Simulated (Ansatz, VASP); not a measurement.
# Ge4S in VASP and in Ansatz

```
CELL_PARAMETERS angstrom
3.92566 0.00000 0.00000
0.00000 4.10636 0.00000
0.00000 0.00000 15.33913
ATOMIC_POSITIONS crystal
Ge 0.25000 0.00000 0.67036
Ge 0.25000 0.50000 0.76317
Ge 0.75000 0.00000 0.95220
Ge 0.75000 0.50000 0.85860
Ge 0.25000 0.00000 0.04780
Ge 0.25000 0.50000 0.14140
Ge 0.75000 0.00000 0.32964
Ge 0.75000 0.50000 0.23683
S 0.75000 0.00000 0.58680
S 0.25000 0.00000 0.41320
```

Alike in both runs: functional PBE; k mesh 4 × 4 × 2; occupations gaussian, width 0.2 eV; no spin polarisation.

Ansatz relaxed the structure, and its values are those at the end. VASP's run is a single point on that final structure, the one shown.

```csv
,VASP,Ansatz
version,VASP 6.6.1,Ansatz 0.2.0
potentials or method,"VASP PAW PBE potentials, release 64 (Ge_d, S), cutoff 520 eV","scalar-relativistic, plane waves, PAW"
valence electrons in the cell,124,124
```

```tsv
	VASP	Ansatz	Ansatz less VASP
gap on the k mesh at the Fermi level (eV)	none	none	-
pressure (GPa)	0.0	0.1	+0.07
rms of the force components (eV/Å)	0.013	0.016	+0.0033
```

A gap of «none» marks a metal or a gap that the smearing closes.

The k mesh is coarse, so the values compare programs but aren't converged.
